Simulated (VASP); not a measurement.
# Cu (Im-3m) in VASP: further runs, part 2 of 2

VASP 6.6.1. The steps go on from the part before.

## (4) Relaxation of cell and atoms, PBEsol

This run uses another cell than the first one, of 11.82 Å³/atom, 1.097 times its volume.

File INCAR:

```
SYSTEM = Cu
PREC = Accurate
ENCUT = 600
EDIFF = 1E-6
ISMEAR = -1
SIGMA = 0.05
LREAL = .False.
LASPH = .True.
NELM = 100
ALGO = Normal
ISIF = 3
LWAVE = .False.
LCHARG = .False.
GGA = PS
IBRION = 2
NSW = 80
EDIFFG = -0.01
```

File KPOINTS:

```
Automatic mesh
0
Gamma
  21 21 21
  0 0 0
```

File POSCAR:

```
Cu
1.0
    1.4350000000      1.4350000000      1.4350000000
   -1.4350000000      1.4350000000      1.4350000000
   -1.4350000000     -1.4350000000      1.4350000000
Cu
1
Direct
    0.0000000000      0.0000000000      0.0000000000
```

Potentials or basis: VASP PAW PBE potentials, release 64 (Cu).

Run with:

```
$ cat potpaw_PBE.64/Cu/POTCAR > POTCAR
$ mpirun -np 1 vasp_std > vasp.out
```

OUTCAR:

```text
SYSTEM = Cu
   PREC = Accurate
   ENCUT = 600
   EDIFF = 1E-6
   ISMEAR = -1
   LREAL = .False.
   LASPH = .True.
   NELM = 100
   ISIF = 3
   GGA = PS
   IBRION = 2
   NSW = 80
   EDIFFG = -0.01

 ion  position               nearest neighbor table
   1  0.000  0.000  0.000-

  LATTYP: Found a body centered cubic cell.
 ALAT       =     2.8700000000

  Lattice vectors:

 A1 = (   1.4350000000,  -1.4350000000,  -1.4350000000)
 A2 = (   1.4350000000,   1.4350000000,   1.4350000000)
 A3 = (  -1.4350000000,  -1.4350000000,   1.4350000000)

Analysis of symmetry for initial positions (statically):
=====================================================================
 Subroutine PRICEL returns:
 Original cell was already a primitive cell.

 Routine SETGRP: Setting up the symmetry group for a
 body centered cubic supercell.

 Subroutine GETGRP returns: Found 48 space group operations
 (whereof 48 operations were pure point group operations)
 out of a pool of 48 trial point group operations.

The static configuration has the point symmetry O_h .

Analysis of symmetry for dynamics (positions and initial velocities):
=====================================================================
 Subroutine PRICEL returns:
 Original cell was already a primitive cell.

 Routine SETGRP: Setting up the symmetry group for a
 body centered cubic supercell.

 Subroutine GETGRP returns: Found 48 space group operations
 (whereof 48 operations were pure point group operations)
 out of a pool of 48 trial point group operations.

The dynamic configuration has the point symmetry O_h .

 Subroutine INISYM returns: Found 48 space group operations
 (whereof 48 operations are pure point group operations),
 and found     1 'primitive' translations

----------------------------------------------------------------------------------------

                                     Primitive cell

  volume of cell :      11.8200

  direct lattice vectors                    reciprocal lattice vectors
     1.435000000  1.435000000  1.435000000     0.348432056  0.000000000  0.348432056
    -1.435000000  1.435000000  1.435000000    -0.348432056  0.348432056  0.000000000
    -1.435000000 -1.435000000  1.435000000     0.000000000 -0.348432056  0.348432056

  length of vectors
     2.485492909  2.485492909  2.485492909     0.492757339  0.492757339  0.492757339

  position of ions in fractional coordinates (direct lattice)
     0.000000000  0.000000000  0.000000000

  ion indices of the primitive-cell ions
   primitive index   ion index
                 1           1

----------------------------------------------------------------------------------------

 KPOINTS: Automatic mesh

Automatic generation of k-mesh.
 Grid dimensions read from file:
 generate k-points for:   21   21   21

 Generating k-lattice:

  Cartesian coordinates                     Fractional coordinates (reciprocal lattice)
     0.016592003  0.000000000  0.016592003     0.047619048  0.000000000  0.000000000
    -0.016592003  0.016592003  0.000000000     0.000000000  0.047619048  0.000000000
     0.000000000 -0.016592003  0.016592003     0.000000000  0.000000000  0.047619048

  Length of vectors
[... 43 lines left out ...]
   NGX,Y,Z   is equivalent  to a cutoff of  13.38, 13.38, 13.38 a.u.
   NGXF,Y,Z  is equivalent  to a cutoff of  26.75, 26.75, 26.75 a.u.
 SYSTEM =  Cu
   PREC   = accura    normal or accurate (medium, high low for compatibility)
   ISTART =      0    job   : 0-new  1-cont  2-samecut
   ICHARG =      2    charge: 1-file 2-atom 10-const
   ISPIN  =      1    spin polarized calculation?
   LNONCOLLINEAR =      F non collinear calculations
   LSORBIT =      F    spin-orbit coupling
   LASPH  =      T    aspherical Exc in radial PAW
   ENCUT  =  600.0 eV  44.10 Ry    6.64 a.u.   4.96  4.96  4.96*2*pi/ulx,y,z
   NELM   =    100;   NELMIN=  2; NELMDL= -5     # of ELM steps
   EDIFF  = 0.1E-05   stopping-criterion for ELM
   LREAL  =      F    real-space projection
   EDIFFG = -.1E-01   stopping-criterion for IOM
   NSW    =     80    number of steps for IOM
   IBRION =      2    ionic relax: 0-MD 1-quasi-New 2-CG
   NFREE  =      1    steps in history (QN), initial steepest desc. (CG)
   ISIF   =      3    stress and relaxation
   ISYM   =      2    0-nonsym 1-usesym 2-fastsym
   POTIM  = 0.5000    time-step for ionic-motion
   TEBEG  =    0.0;   TEEND  =   0.0 temperature during run
   PSTRESS=    0.0 pullay stress
   NELECT =      11.0000    total number of electrons
   NUPDOWN=      -1.0000    fix difference up-down
   EMIN   =  10.00;   EMAX   =-10.00  energy-range for DOS
   EFERMI =   0.00;   METHOD = LEGACY
   ISMEAR =    -1;   SIGMA  =   0.05  broadening in eV -4-tet -1-fermi 0-gaus
   EFERMI_NEDOS =   21; number of points for ismear=-14 and -15
   IALGO  =     38    algorithm
   IMIX   =      4    mixing-type and parameters
     AMIX     =   0.40;   BMIX     =  1.00
     AMIX_MAG =   1.60;   BMIX_MAG =  1.00
  volume/ion in A,a.u.               =      11.82        79.76
  Fermi-wavevector in a.u.,A,eV,Ry     =   1.598333  3.020411 34.758357  2.554667
  Thomas-Fermi vector in A             =   2.695799
   LORBIT       =      0    0 simple, 1 ext, 2 COOP (PROOUT), +10 PAW based schemes
   GGA     = PS    functional components
   LHFCALC =     F    Hartree Fock is set to
   AEXX    =    0.0000 exact exchange contribution
   IVDW    =     0    specifies the selected vdW correction
   LEPSILON=     F    determine dielectric tensor
   LRPA    =     F    only Hartree local field effects (RPA)
 conjugate gradient relaxation of ions
 non-spin polarized calculation
  energy-cutoff  :      600.00
  volume of cell :       11.82
 maximum number of plane-waves:       410
   NGX =  9   NGY =  9   NGZ =  9

--------------------------------------- Ionic step        1  -------------------------------------------

 number of electron      10.9999996 magnetization

 Free energy of the ion-electron system (eV)
  ---------------------------------------------------
  ext. energy  EPLUGINS =         0.00000000
  ---------------------------------------------------
  free energy    TOTEN  =        -4.26693896 eV

  energy without entropy =       -4.26469687  energy(sigma->0) =       -4.26581791

------------------------ aborting loop because EDIFF is reached ----------------------------------------

  FORCE on cell =-STRESS in cart. coord.  units (eV):
  Direction    XX          YY          ZZ          XY          YZ          ZX
  --------------------------------------------------------------------------------------
  -------------------------------------------------------------------------------------
  Total       -0.3815353     -0.3815353     -0.3815353      0.0000000     -0.0000000      0.0000000
  in kB      -51.7165609    -51.7165609    -51.7165609      0.0000000     -0.0000000      0.0000000
  external PRESSURE =     -51.7165609 kB  Pullay stress =       0.0000000 kB
[... 57 lines left out ...]
--------------------------------------- Ionic step        3  -------------------------------------------

 number of electron      10.9999985 magnetization

 Free energy of the ion-electron system (eV)
  ---------------------------------------------------
  ext. energy  EPLUGINS =         0.00000000
  ---------------------------------------------------
  free energy    TOTEN  =        -4.27371802 eV

  energy without entropy =       -4.27147532  energy(sigma->0) =       -4.27259667

 E-fermi :   7.8283     XC(G=0): -13.1087

 val. band max:        7.8276958910   @ k =   0.4286   0.2857   0.1429
 cond. band min:       7.8327421820   @ k =   0.4286   0.2381   0.1429
 fundamental gap:      0.0050462911
 Fermi energy:         7.8282868933

 k-point     1 :       0.0000    0.0000    0.0000
  band No.  band energies     occupation
      1      -1.8170      2.00000
      2       4.6223      2.00000
      3       4.6223      2.00000
      4       4.6223      2.00000
      5       5.6967      2.00000
      6       5.6967      2.00000
      7      33.2047      0.00000
      8      33.2047      0.00000
      9      33.2047      0.00000
[... 265 lines left out ...]
 k-point    24 :       0.2857    0.0952   -0.0000
  band No.  band energies     occupation
      1       0.5188      2.00000
      2       4.2759      2.00000
      3       4.4280      2.00000
      4       5.4799      2.00000
      5       5.5643      2.00000
      6       5.7837      2.00000
      7      22.4658      0.00000
      8      25.6427      0.00000
      9      28.7361      0.00000

 [... further k-points ...]

------------------------ aborting loop because EDIFF is reached ----------------------------------------

  FORCE on cell =-STRESS in cart. coord.  units (eV):
  Direction    XX          YY          ZZ          XY          YZ          ZX
  --------------------------------------------------------------------------------------
  -------------------------------------------------------------------------------------
  Total       -0.0014646     -0.0014646     -0.0014646      0.0000000     -0.0000000      0.0000000
  in kB       -0.2055828     -0.2055828     -0.2055828      0.0000000     -0.0000000      0.0000000
  external PRESSURE =      -0.2055828 kB  Pullay stress =       0.0000000 kB
[... 16 lines left out ...]
  FREE ENERGIE OF THE ION-ELECTRON SYSTEM (eV)
  ---------------------------------------------------
  free  energy   TOTEN  =        -4.2737180184 eV

  energy  without entropy=       -4.2714753232  energy(sigma->0) =       -4.27259667

 reached required accuracy - stopping structural energy minimisation
```

OSZICAR:

```text
N       E                     dE             d eps       ncg     rms          rms(c)
DAV:   1     0.385178274380E+02    0.38518E+02   -0.62154E+03  5253   0.228E+03
DAV:   2    -0.487626066193E+01   -0.43394E+02   -0.41285E+02  5216   0.206E+02
DAV:   3    -0.533382919063E+01   -0.45757E+00   -0.45640E+00  5988   0.309E+01
[... 22 lines left out ...]
DAV:   2    -0.430377271372E+01    0.70392E-01   -0.14067E+00  5388   0.275E+01    0.959E-01
DAV:   3    -0.427661285246E+01    0.27160E-01   -0.21654E-01  5369   0.112E+01    0.384E-01
DAV:   4    -0.427373067852E+01    0.28822E-02   -0.52938E-03  7658   0.109E+00    0.371E-02
DAV:   5    -0.427371878994E+01    0.11889E-04   -0.11862E-04  6001   0.254E-01    0.121E-02
DAV:   6    -0.427371801841E+01    0.77153E-06   -0.44640E-06  3419   0.394E-02
   3 F= -.42737180E+01 E0= -.42725967E+01  d E =-.677906E-02
```

It took 100 s on 1 thread of Intel Xeon 8259CL, shared host; peak memory 0.17 GiB.

Results:

* Free energy: -4.2737 eV
* Relaxed volume: 11.41 Å³/atom
* Relaxed cell: a = 2.457 Å, b = 2.457 Å, c = 2.457 Å, α = 70.53°, β = 109.47°, γ = 70.53°
* Space group after relaxing (to 0.05 Å): Im-3m (No. 229)
* Energy gained by relaxing: 6.8 meV/atom
* Ionic steps: 3
* Pressure after relaxing: 0.0 GPa

Step by step:
```csv
step,energy change (eV),largest force (eV/Å),pressure (GPa),volume (Å³)
1,0.0000,0.0000,-5.17,11.82
2,-0.0042,0.0000,3.58,11.18
3,-0.0068,0.0000,-0.02,11.41
```

Final structure:
```
CELL_PARAMETERS angstrom
1.41840 1.41840 1.41840
-1.41840 1.41840 1.41840
-1.41840 -1.41840 1.41840
ATOMIC_POSITIONS crystal
Cu 0.00000 0.00000 0.00000
```

Levels at points of the mesh, in eV from the Fermi level:
```
           k point  band 3  band 4  band 5  band 6  band 7  band 8  band 9
(0.00, 0.00, 0.00)   -3.21   -3.21   -2.13   -2.13   25.38   25.38   25.38
```

Caveat: the PAW data sets were made with another functional, which shifts forces and pressure a little.

## (5) Overview

| task | cell | cutoff (eV) | gap on the mesh (eV) | pressure (GPa) |
| --- | --- | --- | --- | --- |
| single point | a = 2.410 Å, angles 70.5, 109.5, 70.5°, 1 atom | 520 | none | 10.7 |
| single point | a = 2.453 Å, angles 70.5, 109.5, 70.5°, 1 atom | 520 | none | 0.7 |
| relaxation of cell and atoms | relaxed from a = 2.485 Å, angles 70.5, 109.5, 70.5°, 1 atom | 600 | none | 0.0 |

Alike in all rows: level PBEsol; potentials or basis VASP PAW PBE potentials, release 64 (Cu); no spin polarisation; k mesh 21 × 21 × 21; smearing fermi-dirac 0.05 eV.

Caveats: the PAW data sets were made with another functional, which shifts forces and pressure a little.

Absolute energies hang on the potentials; compare differences alone.
